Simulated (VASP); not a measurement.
Runs of VASP 6.6.1 on ZnS. The structure is that of space group I-4m2 (No. 119), or close to it. The cells are those of the table. 

| cell | gap on the mesh (eV) | pressure (GPa) |
| --- | --- | --- |
| a = 3.828, b = 3.828, c = 3.672 Å, angles 61.3, 61.3, 57.3°, 2 atoms | 2.72 | (a) |
| a = 3.837, b = 3.837, c = 3.519 Å, angles 62.7, 62.7, 54.6°, 2 atoms | 2.70 | 6.6 |
| a = 3.675, b = 3.675, c = 3.519 Å, angles 61.4, 61.4, 57.2°, 2 atoms | 3.02 | 17.0 |
| a = 3.755, b = 3.755, c = 3.519 Å, angles 62.1, 62.1, 55.9°, 2 atoms | 3.02 | (c) |
| a = 3.675, b = 3.675, c = 3.825 Å, angles 58.6, 58.6, 62.7°, 2 atoms | (b) | 6.4 |

Alike in all rows: task single point; level r2SCAN; potentials or basis VASP PAW PBE potentials, release 64 (Zn, S); no spin polarisation; k mesh 8 × 8 × 8; cutoff (eV) 520; smearing gaussian 0.05 eV.

Task: Fill in the values left out.

Result: (a) 2.5; (b) 2.87; (c) 11.3.

Caveats: the PAW data sets were made with another functional, which shifts forces and pressure a little.

A k mesh can miss the band edges.
